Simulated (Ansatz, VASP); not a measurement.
# Two plane-wave programs on BeTe

```
CELL_PARAMETERS angstrom
0.00000 2.83231 2.83231
2.83231 0.00000 2.83231
2.83231 2.83231 0.00000
ATOMIC_POSITIONS crystal
Be 0.00000 0.00000 0.00000
Te 0.25000 0.25000 0.25000
```

Alike in both runs: functional PBE; k mesh 8 × 8 × 8; occupations gaussian, width 0.02 eV; no spin polarisation.

Ansatz relaxed the structure, and its values are those at the end. VASP's run is a single point on that final structure, the one shown.

```csv
,VASP,Ansatz
version,VASP 6.6.1,Ansatz 0.2.0
potentials or method,"VASP PAW PBE potentials, release 64 (Be, Te), cutoff 600 eV","scalar-relativistic, plane waves, PAW"
valence electrons in the cell,8,18
```

Ansatz gave:

| Property | Result |
| --- | --- |
| gap on the k mesh at the Fermi level (eV) | 2.03 |
| least direct gap on the mesh (eV) | 3.64 |
| pressure (GPa) | 0.0 |

What did VASP give for the same quantities?

gap on the k mesh at the Fermi level (eV): 2.02; least direct gap on the mesh (eV): 3.62; pressure (GPa): 0.1.

VASP's potentials hold 8 valence electrons a cell and Ansatz's 18, so a difference there can come from the potentials and not from the codes.

Neither program's run includes spin-orbit coupling.
